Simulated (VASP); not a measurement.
# BN (e600) (F-43m) in VASP: single point with PBEsol

Aim: the single point of BN (e600) with PBEsol.

All numbers are computed with VASP 6.6.1; they aren't measurements. Logs are shortened: lines on timing, memory, paths and dates and some standing lists are left out, and cuts for length are marked.

### 1 The cell of the first run

Symmetry: F-43m, No. 216, cubic system. The conventional cell has a = 3.605 Å, b = 3.605 Å, c = 3.605 Å, α = 90.00°, β = 90.00°, γ = 90.00°. B (site symmetry -43m) has 4 N at 1.56 Å within 2.1 Å. N (site symmetry -43m) has 4 B at 1.56 Å within 2.1 Å.

### 2 Single point, PBEsol

INCAR reads:

```
SYSTEM = BN
PREC = Accurate
ENCUT = 600
EDIFF = 1E-6
ISMEAR = 0
SIGMA = 0.02
LREAL = .False.
LASPH = .True.
NELM = 120
ALGO = Normal
ISIF = 2
LWAVE = .False.
LCHARG = .False.
GGA = PS
NBANDS = 11
GGA_COMPAT = .False.
```

KPOINTS reads:

```
regular mesh
0
Gamma
  12 12 12
  0 0 0
```

POSCAR reads:

```
BN
1.0
    0.0000000000      1.8025552940      1.8025552940
    1.8025552940      0.0000000000      1.8025552940
    1.8025552940      1.8025552940      0.0000000000
B N
1 1
Direct
    0.0000000000      0.0000000000      0.0000000000
    0.2500000000      0.2500000000      0.2500000000
```

Potentials or basis: VASP PAW PBE potentials, release 64 (B, N).

On the command line:

```bash
$ cat potpaw_PBE.64/B/POTCAR potpaw_PBE.64/N/POTCAR > POTCAR
$ mpirun -np 1 vasp_std > vasp.out
```

OUTCAR:

```text
SYSTEM = BN
   PREC = Accurate
   ENCUT = 600
   EDIFF = 1E-6
   ISMEAR = 0
   LREAL = .False.
   LASPH = .True.
   NELM = 120
   ISIF = 2
   GGA = PS

 ion  position               nearest neighbor table
   1  0.000  0.000  0.000-   2 1.56   2 1.56   2 1.56   2 1.56
   2  0.250  0.250  0.250-   1 1.56   1 1.56   1 1.56   1 1.56

  LATTYP: Found a face centered cubic cell.
 ALAT       =     3.6051105880

  Lattice vectors:

 A1 = (   0.0000000000,   1.8025552940,   1.8025552940)
 A2 = (   1.8025552940,   0.0000000000,   1.8025552940)
 A3 = (   1.8025552940,   1.8025552940,   0.0000000000)

Analysis of symmetry for initial positions (statically):
=====================================================================
 Subroutine PRICEL returns:
 Original cell was already a primitive cell.

 Routine SETGRP: Setting up the symmetry group for a
 face centered cubic supercell.

 Subroutine GETGRP returns: Found 24 space group operations
 (whereof 24 operations were pure point group operations)
 out of a pool of 48 trial point group operations.

The static configuration has the point symmetry T_d .

Analysis of symmetry for dynamics (positions and initial velocities):
=====================================================================
 Subroutine PRICEL returns:
 Original cell was already a primitive cell.

 Routine SETGRP: Setting up the symmetry group for a
 face centered cubic supercell.

 Subroutine GETGRP returns: Found 24 space group operations
 (whereof 24 operations were pure point group operations)
 out of a pool of 48 trial point group operations.

The dynamic configuration has the point symmetry T_d .

 Subroutine INISYM returns: Found 24 space group operations
 (whereof 24 operations are pure point group operations),
 and found     1 'primitive' translations

----------------------------------------------------------------------------------------

                                     Primitive cell

  volume of cell :      11.7137

  direct lattice vectors                    reciprocal lattice vectors
     0.000000000  1.802555294  1.802555294    -0.277384001  0.277384001  0.277384001
     1.802555294  0.000000000  1.802555294     0.277384001 -0.277384001  0.277384001
     1.802555294  1.802555294  0.000000000     0.277384001  0.277384001 -0.277384001

  length of vectors
     2.549198144  2.549198144  2.549198144     0.480443183  0.480443183  0.480443183

  position of ions in fractional coordinates (direct lattice)
     0.000000000  0.000000000  0.000000000
     0.250000000  0.250000000  0.250000000

  ion indices of the primitive-cell ions
   primitive index   ion index
                 1           1
                 2           2

----------------------------------------------------------------------------------------

 KPOINTS: regular mesh

Automatic generation of k-mesh.
 Grid dimensions read from file:
 generate k-points for:   12   12   12

 Generating k-lattice:

  Cartesian coordinates                     Fractional coordinates (reciprocal lattice)
    -0.023115333  0.023115333  0.023115333     0.083333333  0.000000000  0.000000000
     0.023115333 -0.023115333  0.023115333     0.000000000  0.083333333  0.000000000
     0.023115333  0.023115333 -0.023115333     0.000000000  0.000000000  0.083333333

  Length of vectors
     0.040036932  0.040036932  0.040036932

  Shift w.r.t. Gamma in fractional coordinates (k-lattice)
     0.000000000  0.000000000  0.000000000

 Subroutine IBZKPT returns following result:
 ===========================================

 Found     72 irreducible k-points:

 Following reciprocal coordinates:
            Coordinates               Weight
  0.000000  0.000000  0.000000      1.000000
  0.083333  0.000000  0.000000      8.000000
  0.166667  0.000000  0.000000      8.000000
  0.250000  0.000000  0.000000      8.000000
  0.333333  0.000000  0.000000      8.000000
  0.416667  0.000000  0.000000      8.000000
[... 16 lines left out ...]
  0.500000  0.166667  0.000000     24.000000
 -0.416667  0.166667  0.000000     24.000000
 [... further k-points ...]
   k-points           NKPTS =     72   k-points in BZ     NKDIM =     72   number of bands    NBANDS=     11
   number of dos      NEDOS =    301   number of ions     NIONS =      2
   total plane-waves  NPLWV =   8000
   dimension x,y,z NGX =    20 NGY =   20 NGZ =   20
   dimension x,y,z NGXF=    40 NGYF=   40 NGZF=   40
   ions per type =               1   1
   NGX,Y,Z   is equivalent  to a cutoff of  13.04, 13.04, 13.04 a.u.
   NGXF,Y,Z  is equivalent  to a cutoff of  26.09, 26.09, 26.09 a.u.
 SYSTEM =  BN
   PREC   = accura    normal or accurate (medium, high low for compatibility)
   ISTART =      0    job   : 0-new  1-cont  2-samecut
   ICHARG =      2    charge: 1-file 2-atom 10-const
   ISPIN  =      1    spin polarized calculation?
   LNONCOLLINEAR =      F non collinear calculations
   LSORBIT =      F    spin-orbit coupling
   LASPH  =      T    aspherical Exc in radial PAW
   ENCUT  =  600.0 eV  44.10 Ry    6.64 a.u.   5.09  5.09  5.09*2*pi/ulx,y,z
   NELM   =    120;   NELMIN=  2; NELMDL= -5     # of ELM steps
   EDIFF  = 0.1E-05   stopping-criterion for ELM
   LREAL  =      F    real-space projection
   EDIFFG = 0.1E-04   stopping-criterion for IOM
   NSW    =      0    number of steps for IOM
   IBRION =     -1    ionic relax: 0-MD 1-quasi-New 2-CG
   NFREE  =      0    steps in history (QN), initial steepest desc. (CG)
   ISIF   =      2    stress and relaxation
   ISYM   =      2    0-nonsym 1-usesym 2-fastsym
   POTIM  = 0.5000    time-step for ionic-motion
   TEBEG  =    0.0;   TEEND  =   0.0 temperature during run
   PSTRESS=    0.0 pullay stress
   NELECT =       8.0000    total number of electrons
   NUPDOWN=      -1.0000    fix difference up-down
   EMIN   =  10.00;   EMAX   =-10.00  energy-range for DOS
   EFERMI =   0.00;   METHOD = LEGACY
   ISMEAR =     0;   SIGMA  =   0.02  broadening in eV -4-tet -1-fermi 0-gaus
   EFERMI_NEDOS =   21; number of points for ismear=-14 and -15
   IALGO  =     38    algorithm
   IMIX   =      4    mixing-type and parameters
     AMIX     =   0.40;   BMIX     =  1.00
     AMIX_MAG =   1.60;   BMIX_MAG =  1.00
  volume/ion in A,a.u.               =       5.86        39.52
  Fermi-wavevector in a.u.,A,eV,Ry     =   1.441693  2.724405 28.279434  2.078480
  Thomas-Fermi vector in A             =   2.560297
   LORBIT       =      0    0 simple, 1 ext, 2 COOP (PROOUT), +10 PAW based schemes
   GGA     = PS    functional components
   LHFCALC =     F    Hartree Fock is set to
   AEXX    =    0.0000 exact exchange contribution
   IVDW    =     0    specifies the selected vdW correction
   LEPSILON=     F    determine dielectric tensor
   LRPA    =     F    only Hartree local field effects (RPA)
 non-spin polarized calculation
 Gauss-broadening in eV      SIGMA  =   0.02
  energy-cutoff  :      600.00
  volume of cell :       11.71
 maximum number of plane-waves:       399
   NGX = 11   NGY = 11   NGZ = 11

 number of electron       7.9999999 magnetization

 Free energy of the ion-electron system (eV)
  ---------------------------------------------------
  ext. energy  EPLUGINS =         0.00000000
  ---------------------------------------------------
  free energy    TOTEN  =       -18.35067169 eV

  energy without entropy =      -18.35067169  energy(sigma->0) =      -18.35067169

 E-fermi :   7.6831     XC(G=0): -13.0564

 val. band max:        7.4642278947   @ k =   0.0000   0.0000   0.0000
 cond. band min:      11.7493796560   @ k =   0.5000   0.5000   0.0000
 fundamental gap:      4.2851517613
 Fermi energy:         7.6831460544

 k-point     1 :       0.0000    0.0000    0.0000
  band No.  band energies     occupation
      1     -12.8829      2.00000
      2       7.4642      2.00000
      3       7.4642      2.00000
      4       7.4642      2.00000
      5      16.2643      0.00000
      6      16.2643      0.00000
      7      16.2643      0.00000
      8      17.8653      0.00000
      9      32.1285      0.00000
     10      35.2530      0.00000
     11      35.2530      0.00000

 k-point     2 :       0.0833    0.0000    0.0000
  band No.  band energies     occupation
      1     -12.7119      2.00000
      2       6.5399      2.00000
      3       7.2803      2.00000
      4       7.2803      2.00000
      5      16.4777      0.00000
      6      16.5425      0.00000
      7      16.5425      0.00000
      8      18.4323      0.00000
      9      31.8772      0.00000
     10      32.9352      0.00000
     11      32.9352      0.00000

 k-point     3 :       0.1667    0.0000    0.0000
  band No.  band energies     occupation
      1     -12.2048      2.00000
      2       4.4146      2.00000
      3       6.8338      2.00000
      4       6.8338      2.00000
      5      16.8072      0.00000
      6      17.1859      0.00000
      7      17.1859      0.00000
      8      19.7526      0.00000
      9      31.2613      0.00000
     10      31.3638      0.00000
     11      31.3638      0.00000

 k-point     4 :       0.2500    0.0000    0.0000
  band No.  band energies     occupation
      1     -11.3844      2.00000
      2       1.9183      2.00000
      3       6.3196      2.00000
      4       6.3196      2.00000
      5      17.1286      0.00000
      6      17.7930      0.00000
      7      17.7930      0.00000
      8      21.0521      0.00000
      9      30.7095      0.00000
     10      30.9636      0.00000
     11      30.9636      0.00000

 k-point     5 :       0.3333    0.0000    0.0000
  band No.  band energies     occupation
      1     -10.3117      2.00000
      2      -0.5041      2.00000
      3       5.8819      2.00000
      4       5.8819      2.00000
      5      17.4099      0.00000
      6      18.0941      0.00000
      7      18.0941      0.00000
      8      21.9637      0.00000
      9      30.5159      0.00000
     10      31.7801      0.00000
     11      31.7801      0.00000
[... 211 lines left out ...]
 k-point    21 :       0.3333    0.1667    0.0000
  band No.  band energies     occupation
      1     -10.4858      2.00000
      2       1.3139      2.00000
      3       4.6464      2.00000
      4       4.9505      2.00000
      5      15.4929      0.00000
      6      19.8335      0.00000
      7      20.1997      0.00000
      8      20.2802      0.00000
      9      26.8313      0.00000
     10      33.9257      0.00000
     11      35.5561      0.00000

 k-point    22 :       0.4167    0.1667    0.0000
  band No.  band energies     occupation
      1      -9.3980      2.00000
      2      -0.8139      2.00000
      3       4.2928      2.00000
      4       4.4620      2.00000
      5      15.8874      0.00000
      6      19.9157      0.00000
      7      20.3542      0.00000
      8      21.2086      0.00000
      9      27.7528      0.00000
     10      33.7296      0.00000
     11      35.8418      0.00000

 k-point    23 :       0.5000    0.1667    0.0000
  band No.  band energies     occupation
      1      -8.4000      2.00000
      2      -2.4084      2.00000
      3       3.6975      2.00000
      4       4.5377      2.00000
      5      16.2328      0.00000
      6      19.8511      0.00000
      7      20.0990      0.00000
      8      22.5364      0.00000
      9      28.1227      0.00000
     10      33.9252      0.00000
     11      35.0413      0.00000

 k-point    24 :      -0.4167    0.1667    0.0000
  band No.  band energies     occupation
      1      -8.2065      2.00000
      2      -2.6871      2.00000
      3       3.2877      2.00000
      4       4.8592      2.00000
      5      16.6876      0.00000
      6      19.6987      0.00000
      7      19.7032      0.00000
      8      23.1698      0.00000
      9      28.4110      0.00000
     10      32.7521      0.00000
     11      34.1868      0.00000

 [... further k-points ...]

------------------------ aborting loop because EDIFF is reached ----------------------------------------

  FORCE on cell =-STRESS in cart. coord.  units (eV):
  Direction    XX          YY          ZZ          XY          YZ          ZX
  --------------------------------------------------------------------------------------
  -------------------------------------------------------------------------------------
  Total        0.0377516      0.0377516      0.0377516     -0.0000000     -0.0000000     -0.0000000
  in kB        5.1635750      5.1635750      5.1635750     -0.0000000     -0.0000000     -0.0000000
  external PRESSURE =       5.1635750 kB  Pullay stress =       0.0000000 kB

 VOLUME and BASIS-vectors are now :
 -----------------------------------------------------------------------------
  energy-cutoff  :      600.00
  volume of cell :       11.71
      direct lattice vectors                 reciprocal lattice vectors
     0.000000000  1.802555294  1.802555294    -0.277384001  0.277384001  0.277384001
     1.802555294  0.000000000  1.802555294     0.277384001 -0.277384001  0.277384001
     1.802555294  1.802555294  0.000000000     0.277384001  0.277384001 -0.277384001

 POSITION                                       TOTAL-FORCE (eV/Angst)
 -----------------------------------------------------------------------------------
      0.00000      0.00000      0.00000        -0.000000     -0.000000     -0.000000
      0.90128      0.90128      0.90128         0.000000      0.000000      0.000000
 -----------------------------------------------------------------------------------
    total drift:                                0.000000      0.000000      0.000000

  FREE ENERGIE OF THE ION-ELECTRON SYSTEM (eV)
  ---------------------------------------------------
  free  energy   TOTEN  =       -18.3506716905 eV

  energy  without entropy=      -18.3506716905  energy(sigma->0) =      -18.35067169
```

Run time: 7.2 s. Hardware: 1 thread of Intel Xeon Platinum 8259CL at 2.50GHz (Skylake/Cascade Lake), shared host; peak memory 0.12 GiB.

What came out:

| Quantity | Value |
| --- | --- |
| Free energy | -18.3507 eV |
| Pressure | 0.5 GPa |
| Band gap on the k mesh | 4.29 eV, indirect (least direct gap 8.80 eV) |

Levels at points of the mesh, in eV from the valence-band top:
```
           k point  band 2  band 3  band 4  band 5  band 6  band 7
(0.00, 0.00, 0.00)    0.00    0.00    0.00    8.80    8.80    8.80
(0.50, 0.00, 0.00)  -10.86   -1.96   -1.96   10.20   10.67   10.67
(0.50, 0.50, 0.00)   -9.02   -4.98   -4.98    4.29    9.14   18.00
```

Caveat: the PAW data sets were made with another functional, which shifts forces and pressure a little. A k mesh can miss the band edges.
